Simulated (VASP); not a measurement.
Input of a VASP 6.6.1 run:

The input INCAR:

```
  PREC = Accurate
  ENCUT = 520
  EDIFF = 1E-6
  ISMEAR = 0
  SIGMA = 0.1
  LREAL = F
  LASPH = T
  NELM = 100
  ALGO = Normal
  ISIF = 2
  LWAVE = F
  LCHARG = F
  GGA = PE
  NBANDS = 22
```

File KPOINTS:

```
Automatic mesh
0
Gamma
  6 6 6
```

POSCAR

```
Hf2Sc
1.0
    4.9967289215      0.0000000000      0.0000000000
   -2.4983644608      4.3272941818      0.0000000000
    0.0000000000      0.0000000000      3.1420041004
Hf Sc
2 1
Direct
    0.3333333333      0.6666666667      0.5000000000
    0.6666666667      0.3333333333      0.5000000000
    0.0000000000      0.0000000000      0.0000000000
```

Potentials or basis: VASP PAW PBE potentials, release 64 (Hf_pv, Sc_sv).

Launch:

```console
$ cat potpaw_PBE.64/Hf_pv/POTCAR potpaw_PBE.64/Sc_sv/POTCAR > POTCAR
$ mpirun -np 1 vasp_std > vasp.out
```

Problem. Predict the pressure.

Solution. -0.2 GPa.

Stress tensor (GPa, compression positive):
```
-0.24  0.00  0.00
 0.00 -0.24  0.00
 0.00  0.00 -0.12
```
